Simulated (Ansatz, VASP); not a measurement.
## Two plane-wave programs on B2Se

```xyz
3
Lattice="1.2967 -3.0029 0.0000 1.2967 3.0029 0.0000 0.0000 0.0000 4.4448" Properties=species:S:1:pos:R:3 pbc="T T T"
B     1.2967   -2.1239    0.0000
B     1.2967    2.1239    0.0000
Se    0.0000    0.0000    2.2224
```

Alike in both runs: functional PBE; k mesh 18 × 18 × 10; occupations gaussian, width 0.1 eV; no spin polarisation.

Ansatz relaxed the structure, and its values are those at the end. VASP's run is a single point on that final structure, the one shown.

|  | VASP | Ansatz |
| --- | --- | --- |
| version | VASP 6.6.1 | Ansatz 0.2.0 |
| potentials or method | VASP PAW PBE potentials, release 64 (B, Se), cutoff 520 eV | scalar-relativistic, plane waves, PAW |
| valence electrons in the cell | 12 | 22 |

|  | VASP | Ansatz | Ansatz less VASP |
| --- | --- | --- | --- |
| gap on the k mesh at the Fermi level (eV) | none | none | - |
| pressure (GPa) | 0.0 | 0.0 | -0.05 |

A gap of «none» marks a metal or a gap that the smearing closes. VASP's potentials hold 12 valence electrons a cell and Ansatz's 22, so a difference there can come from the potentials and not from the codes.
